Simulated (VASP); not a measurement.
# TlPt3C (Pm-3m) in VASP: further runs

The runs below take TlPt3C through single point, with r2SCAN.

Everything below comes from runs of VASP 6.6.1. Logs are shortened: lines on timing, memory, paths and dates and some standing lists are left out, and cuts for length are marked.

## 1. The cell of the first run

It takes space group Pm-3m (No. 221, cubic). The conventional cell has a = 4.228 Å, b = 4.228 Å, c = 4.228 Å, α = 90.00°, β = 90.00°, γ = 90.00°. Within 3.9 Å of Tl (site symmetry m-3m) lie 12 Pt at 2.99 Å and 8 C at 3.66 Å. C (site symmetry m-3m) has 6 Pt at 2.11 Å within 2.8 Å. Pt (site symmetry 4/mmm) has 2 C at 2.11 Å within 2.8 Å.

## 2. Single point, r2SCAN

POSCAR

```
TlPt3C
1.0
    4.2278338715      0.0000000000      0.0000000000
    0.0000000000      4.2278338715      0.0000000000
    0.0000000000      0.0000000000      4.2278338715
Tl C Pt
1 1 3
Direct
    0.0000000000      0.0000000000      0.0000000000
    0.5000000000      0.5000000000      0.5000000000
    0.5000000000      0.5000000000      0.0000000000
    0.0000000000      0.5000000000      0.5000000000
    0.5000000000      0.0000000000      0.5000000000
```

INCAR.step1

```
PREC = Accurate
ENCUT = 520
ISMEAR = 0
SIGMA = 0.1
LREAL = F
LASPH = T
NELM = 100
NBANDS = 32
GGA = PE
ALGO = Normal
EDIFF = 1E-4
LWAVE = T
LCHARG = F
```

INCAR.step2

```
PREC = Accurate
ENCUT = 520
EDIFF = 1E-6
ISMEAR = 0
SIGMA = 0.1
LREAL = F
LASPH = T
NELM = 100
ALGO = Normal
ISIF = 2
LWAVE = F
LCHARG = T
METAGGA = R2SCAN
LMIXTAU = T
LELF = T
LVHAR = T
NBANDS = 32
ISTART = 1
```

KPOINTS

```
regular mesh
0
Gamma
  5 5 5
```

Potentials or basis: VASP PAW PBE potentials, release 64 (Tl_d, C, Pt).

Launch:

```bash
> cat potpaw_PBE.64/Tl_d/POTCAR potpaw_PBE.64/C/POTCAR potpaw_PBE.64/Pt/POTCAR > POTCAR
> cp INCAR.step1 INCAR
> mpirun -np 1 vasp_std > vasp.out
> cp INCAR.step2 INCAR
> mpirun -np 1 vasp_std > vasp.out
```

OUTCAR:

```text
PREC = Accurate
   ENCUT = 520
   EDIFF = 1E-6
   ISMEAR = 0
   LREAL = F
   LASPH = T
   NELM = 100
   ISIF = 2
   METAGGA = R2SCAN
   ISTART = 1

 ion  position               nearest neighbor table
   1  0.000  0.000  0.000-   3 2.99   4 2.99   5 2.99   4 2.99   5 2.99   3 2.99   4 2.99   4 2.99
                             3 2.99   5 2.99   5 2.99   3 2.99
   2  0.500  0.500  0.500-   3 2.11   4 2.11   5 2.11   3 2.11   5 2.11   4 2.11
   3  0.500  0.500  0.000-   2 2.11   2 2.11   4 2.99   5 2.99   1 2.99   4 2.99   5 2.99   1 2.99
                             5 2.99   5 2.99   1 2.99   4 2.99   4 2.99   1 2.99
   4  0.000  0.500  0.500-   2 2.11   2 2.11   3 2.99   5 2.99   1 2.99   3 2.99   1 2.99   5 2.99
                             1 2.99   1 2.99   3 2.99   5 2.99   3 2.99   5 2.99
   5  0.500  0.000  0.500-   2 2.11   2 2.11   3 2.99   4 2.99   1 2.99   3 2.99   1 2.99   3 2.99
                             4 2.99   3 2.99   1 2.99   4 2.99   1 2.99   4 2.99

  LATTYP: Found a simple cubic cell.
 ALAT       =     4.2278338715

  Lattice vectors:

 A1 = (   4.2278338715,   0.0000000000,   0.0000000000)
 A2 = (   0.0000000000,   4.2278338715,   0.0000000000)
 A3 = (   0.0000000000,   0.0000000000,   4.2278338715)

Analysis of symmetry for initial positions (statically):
=====================================================================
 Subroutine PRICEL returns:
 Original cell was already a primitive cell.

 Routine SETGRP: Setting up the symmetry group for a
 simple cubic supercell.

 Subroutine GETGRP returns: Found 48 space group operations
 (whereof 48 operations were pure point group operations)
 out of a pool of 48 trial point group operations.

The static configuration has the point symmetry O_h .

Analysis of symmetry for dynamics (positions and initial velocities):
=====================================================================
 Subroutine PRICEL returns:
 Original cell was already a primitive cell.

 Routine SETGRP: Setting up the symmetry group for a
 simple cubic supercell.

 Subroutine GETGRP returns: Found 48 space group operations
 (whereof 48 operations were pure point group operations)
 out of a pool of 48 trial point group operations.

The dynamic configuration has the point symmetry O_h .

 Subroutine INISYM returns: Found 48 space group operations
 (whereof 48 operations are pure point group operations),
 and found     1 'primitive' translations

----------------------------------------------------------------------------------------

                                     Primitive cell

  volume of cell :      75.5708

  direct lattice vectors                    reciprocal lattice vectors
     4.227833871  0.000000000  0.000000000     0.236527742  0.000000000  0.000000000
     0.000000000  4.227833871  0.000000000     0.000000000  0.236527742  0.000000000
     0.000000000  0.000000000  4.227833871     0.000000000  0.000000000  0.236527742

  length of vectors
     4.227833871  4.227833871  4.227833871     0.236527742  0.236527742  0.236527742

  position of ions in fractional coordinates (direct lattice)
     0.000000000  0.000000000  0.000000000
     0.500000000  0.500000000  0.500000000
     0.500000000  0.500000000  0.000000000
     0.000000000  0.500000000  0.500000000
     0.500000000  0.000000000  0.500000000

  ion indices of the primitive-cell ions
   primitive index   ion index
                 1           1
                 2           2
                 3           3
                 4           4
                 5           5

----------------------------------------------------------------------------------------

 KPOINTS: regular mesh

Automatic generation of k-mesh.
 Grid dimensions read from file:
 generate k-points for:    5    5    5

 Generating k-lattice:

  Cartesian coordinates                     Fractional coordinates (reciprocal lattice)
     0.047305548  0.000000000  0.000000000     0.200000000  0.000000000  0.000000000
     0.000000000  0.047305548  0.000000000     0.000000000  0.200000000  0.000000000
     0.000000000  0.000000000  0.047305548     0.000000000  0.000000000  0.200000000

  Length of vectors
     0.047305548  0.047305548  0.047305548

  Shift w.r.t. Gamma in fractional coordinates (k-lattice)
     0.000000000  0.000000000  0.000000000

 Subroutine IBZKPT returns following result:
 ===========================================

 Found     10 irreducible k-points:

 Following reciprocal coordinates:
            Coordinates               Weight
  0.000000  0.000000  0.000000      1.000000
  0.200000  0.000000  0.000000      6.000000
  0.400000  0.000000  0.000000      6.000000
  0.200000  0.200000  0.000000     12.000000
  0.400000  0.200000  0.000000     24.000000
  0.400000  0.400000  0.000000     12.000000
  0.200000  0.200000  0.200000      8.000000
  0.400000  0.200000  0.200000     24.000000
  0.400000  0.400000  0.200000     24.000000
  0.400000  0.400000  0.400000      8.000000
   k-points           NKPTS =     10   k-points in BZ     NKDIM =     10   number of bands    NBANDS=     32
   number of dos      NEDOS =    301   number of ions     NIONS =      5
   total plane-waves  NPLWV =  32768
   dimension x,y,z NGX =    32 NGY =   32 NGZ =   32
   dimension x,y,z NGXF=    64 NGYF=   64 NGZF=   64
   ions per type =               1   1   3
   NGX,Y,Z   is equivalent  to a cutoff of  12.58, 12.58, 12.58 a.u.
   NGXF,Y,Z  is equivalent  to a cutoff of  25.17, 25.17, 25.17 a.u.
 SYSTEM =  unknown system
   PREC   = accura    normal or accurate (medium, high low for compatibility)
   ISTART =      1    job   : 0-new  1-cont  2-samecut
   ICHARG =      0    charge: 1-file 2-atom 10-const
   ISPIN  =      1    spin polarized calculation?
   LNONCOLLINEAR =      F non collinear calculations
   LSORBIT =      F    spin-orbit coupling
   LASPH  =      T    aspherical Exc in radial PAW
   ENCUT  =  520.0 eV  38.22 Ry    6.18 a.u.   7.86  7.86  7.86*2*pi/ulx,y,z
   NELM   =    100;   NELMIN=  2; NELMDL=  0     # of ELM steps
   EDIFF  = 0.1E-05   stopping-criterion for ELM
   LREAL  =      F    real-space projection
   EDIFFG = 0.1E-04   stopping-criterion for IOM
   NSW    =      0    number of steps for IOM
   IBRION =     -1    ionic relax: 0-MD 1-quasi-New 2-CG
   NFREE  =      0    steps in history (QN), initial steepest desc. (CG)
   ISIF   =      2    stress and relaxation
   ISYM   =      2    0-nonsym 1-usesym 2-fastsym
   POTIM  = 0.5000    time-step for ionic-motion
   TEBEG  =    0.0;   TEEND  =   0.0 temperature during run
   PSTRESS=    0.0 pullay stress
   NELECT =      47.0000    total number of electrons
   NUPDOWN=      -1.0000    fix difference up-down
   EMIN   =  10.00;   EMAX   =-10.00  energy-range for DOS
   EFERMI =   0.00;   METHOD = LEGACY
   ISMEAR =     0;   SIGMA  =   0.10  broadening in eV -4-tet -1-fermi 0-gaus
   EFERMI_NEDOS =   21; number of points for ismear=-14 and -15
   IALGO  =     38    algorithm
   IMIX   =      4    mixing-type and parameters
     AMIX     =   0.40;   BMIX     =  1.00
     AMIX_MAG =   1.60;   BMIX_MAG =  1.00
  volume/ion in A,a.u.               =      15.11       102.00
  Fermi-wavevector in a.u.,A,eV,Ry     =   1.397407  2.640716 26.568721  1.952746
  Thomas-Fermi vector in A             =   2.520666
   LORBIT       =      0    0 simple, 1 ext, 2 COOP (PROOUT), +10 PAW based schemes
   METAGGA = R2SCAN    functional components
   LHFCALC =     F    Hartree Fock is set to
   AEXX    =    0.0000 exact exchange contribution
   IVDW    =     0    specifies the selected vdW correction
   LEPSILON=     F    determine dielectric tensor
   LRPA    =     F    only Hartree local field effects (RPA)
 non-spin polarized calculation
 Gauss-broadening in eV      SIGMA  =   0.10
  energy-cutoff  :      520.00
  volume of cell :       75.57
 maximum number of plane-waves:      2052
 NGX is ok and might be reduce to    32
   NGX = 15   NGY = 15   NGZ = 15

 number of electron      47.0000007 magnetization

 Free energy of the ion-electron system (eV)
  ---------------------------------------------------
  ext. energy  EPLUGINS =         0.00000000
  ---------------------------------------------------
  free energy    TOTEN  =      -215.34295564 eV

  energy without entropy =     -215.32814423  energy(sigma->0) =     -215.33554993

 E-fermi :  10.2032     XC(G=0): -13.6501

 val. band max:       10.1761256216   @ k =   0.2000   0.2000   0.0000
 cond. band min:      10.2398122654   @ k =   0.2000   0.2000   0.2000
 fundamental gap:      0.0636866438
 Fermi energy:        10.2032352773

 k-point     1 :       0.0000    0.0000    0.0000
  band No.  band energies     occupation
      1      -5.1697      2.00000
      2      -2.3367      2.00000
      3      -2.3367      2.00000
      4      -2.2540      2.00000
      5      -2.2540      2.00000
      6      -2.2540      2.00000
[... 24 lines left out ...]
     31      16.7373      0.00000
     32      19.6431      0.00000

 k-point     2 :       0.2000    0.0000    0.0000
  band No.  band energies     occupation
      1      -4.8935      2.00000
      2      -2.3053      2.00000
      3      -2.2741      2.00000
      4      -2.2449      2.00000
      5      -2.2297      2.00000
      6      -2.2297      2.00000
[... 24 lines left out ...]
     31      18.0235      0.00000
     32      18.9047      0.00000
[... 243 lines left out ...]
     31      18.7247      0.00000
     32      20.3397      0.00000

 k-point    10 :       0.4000    0.4000    0.4000
  band No.  band energies     occupation
      1      -2.6241      2.00000
      2      -2.3448      2.00000
      3      -2.3448      2.00000
      4      -2.1345      2.00000
      5      -2.0748      2.00000
      6      -2.0748      2.00000
[... 24 lines left out ...]
     31      18.9417      0.00000
     32      20.7297      0.00000

------------------------ aborting loop because EDIFF is reached ----------------------------------------

  FORCE on cell =-STRESS in cart. coord.  units (eV):
  Direction    XX          YY          ZZ          XY          YZ          ZX
  --------------------------------------------------------------------------------------
  -------------------------------------------------------------------------------------
  Total        2.3115101      2.3115101      2.3115101     -0.0000000     -0.0000000      0.0000000
  in kB       49.0063825     49.0063825     49.0063825     -0.0000000     -0.0000000      0.0000000
  external PRESSURE =      49.0063825 kB  Pullay stress =       0.0000000 kB

 VOLUME and BASIS-vectors are now :
 -----------------------------------------------------------------------------
  energy-cutoff  :      520.00
  volume of cell :       75.57
      direct lattice vectors                 reciprocal lattice vectors
     4.227833871  0.000000000  0.000000000     0.236527742  0.000000000  0.000000000
     0.000000000  4.227833871  0.000000000     0.000000000  0.236527742  0.000000000
     0.000000000  0.000000000  4.227833871     0.000000000  0.000000000  0.236527742

 POSITION                                       TOTAL-FORCE (eV/Angst)
 -----------------------------------------------------------------------------------
      0.00000      0.00000      0.00000         0.000000      0.000000      0.000000
      2.11392      2.11392      2.11392         0.000000      0.000000      0.000000
      2.11392      2.11392      0.00000         0.000000      0.000000      0.000000
      0.00000      2.11392      2.11392         0.000000      0.000000      0.000000
      2.11392      0.00000      2.11392         0.000000      0.000000      0.000000
 -----------------------------------------------------------------------------------
    total drift:                                0.000000     -0.000000     -0.000000

  FREE ENERGIE OF THE ION-ELECTRON SYSTEM (eV)
  ---------------------------------------------------
  free  energy   TOTEN  =      -215.3429556397 eV

  energy  without entropy=     -215.3281442288  energy(sigma->0) =     -215.33554993
```

It took 70 s on 1 thread of Intel Xeon 8259CL, shared host; peak memory 0.2 GiB.

Results:

```
Free energy            : -215.3430 eV
Pressure               : 4.9 GPa
Band gap on the k mesh : zero (an odd number of electrons rules out a gap without spin polarisation)
```

Caveat: the cell stands under pressure; the PAW data sets were made with another functional, which shifts forces and pressure a little; spin-orbit coupling is left out, which moves the levels of the heavy elements.

[end of part 1 of 2]
